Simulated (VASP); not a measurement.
Input of a VASP 6.6.1 run:

The input INCAR:

```
SYSTEM = I
PREC = Accurate
ENCUT = 520
EDIFF = 1E-6
ISMEAR = -1
SIGMA = 0.13605693000000002
LREAL = .FALSE.
LASPH = .TRUE.
NELM = 60
ALGO = Normal
ISIF = 2
LWAVE = .FALSE.
LCHARG = .FALSE.
GGA = PS
NBANDS = 10
```

KPOINTS

```
Automatic mesh
0
G
  11 11 11
  0 0 0
```

The input POSCAR:

```
I
1.0
    0.0000000000      2.5240610174      2.5240610174
    2.5240610174      0.0000000000      2.5240610174
    2.5240610174      2.5240610174      0.0000000000
I
1
Direct
    0.0000000000      0.0000000000      0.0000000000
```

Potentials or basis: VASP PAW PBE potentials, release 64 (I).

The run is started by

```bash
$ cat potpaw_PBE.64/I/POTCAR > POTCAR
$ mpirun -np 1 vasp_std > vasp.out
```

What does it give for the pressure?

-0.1 GPa.

Estimate the band gap on the k mesh.

zero (an odd number of electrons rules out a gap without spin polarisation).

Caveat: the PAW data sets were made with another functional, which shifts forces and pressure a little; spin-orbit coupling is left out, which moves the levels of the heavy elements; an odd number of electrons without spin polarisation forces a metal; a magnetic or distorted state may lie lower.
